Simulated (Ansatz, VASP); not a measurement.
**AlN in VASP and in Ansatz**

INCAR

```
  PREC = Accurate
  ENCUT = 520
  EDIFF = 1E-7
  ISMEAR = 0
  SIGMA = 0.05
  LREAL = F
  LASPH = T
  NELM = 100
  ALGO = Normal
  ISIF = 2
  LWAVE = F
  LCHARG = F
  NBANDS = 16
```

The input KPOINTS:

```
regular mesh
0
Gamma
  9 9 6
```

File POSCAR:

```
AlN
1.0
    2.9275651106      0.0000000000      0.0000000000
   -1.4637825553      2.5353457570      0.0000000000
    0.0000000000      0.0000000000      5.6213728221
Al N
2 2
Direct
    0.3333333333      0.6666666667      0.0000000000
    0.6666666667      0.3333333333      0.5000000000
    0.3333333333      0.6666666667      0.3850000000
    0.6666666667      0.3333333333      0.8850000000
```

Input for Ansatz:

```yaml
crystal:
  lattice:
    - [2.9275651106, 0.0, 0.0]
    - [-1.4637825553, 2.535345757, 0.0]
    - [0.0, 0.0, 5.6213728221]
  atoms:
    - { symbol: Al, position: [0.3333333333, 0.6666666667, 0.0] }
    - { symbol: Al, position: [0.6666666667, 0.3333333333, 0.5] }
    - { symbol: "N", position: [0.3333333333, 0.6666666667, 0.385] }
    - { symbol: "N", position: [0.6666666667, 0.3333333333, 0.885] }
basis:
  ecutwfc: 420
kpoints:
  mp_grid: { grid: [9, 9, 6] }
hamiltonian:
  xc: lda
scf:
  occupations: { method: gaussian, width: 0.05 }
output:
  forces: true
  stress: true
  eigenvalues: true
```

Alike in both runs: task single point; functional LDA; k mesh 9 × 9 × 6; occupations gaussian, width 0.05 eV; no spin polarisation.

|  | VASP | Ansatz |
| --- | --- | --- |
| version | VASP 6.6.1 | Ansatz 0.2.0 |
| potentials or method | VASP PAW LDA potentials, release 64 (Al, N), cutoff 520 eV | scalar-relativistic, plane waves, PAW |
| valence electrons in the cell | 16 | 16 |

|  | VASP | Ansatz | Ansatz less VASP |
| --- | --- | --- | --- |
| gap on the k mesh at the Fermi level (eV) | 3.08 | 3.09 | +0.010 |
| least direct gap on the mesh (eV) | 3.08 | 3.09 | +0.010 |
| pressure (GPa) | 6.9 | 6.1 | -0.80 |
| traceless stress, the component that is largest in VASP (GPa) | -43.87 | -43.05 | +0.814 |
| rms of the force components (eV/Å) | 0.539 | 0.504 | -0.0345 |

LDA's correlation is that of Perdew and Zunger in VASP and of Perdew and Wang (1992) in Ansatz. Atom by atom the forces differ by 0.034 eV/Å (rms over components).
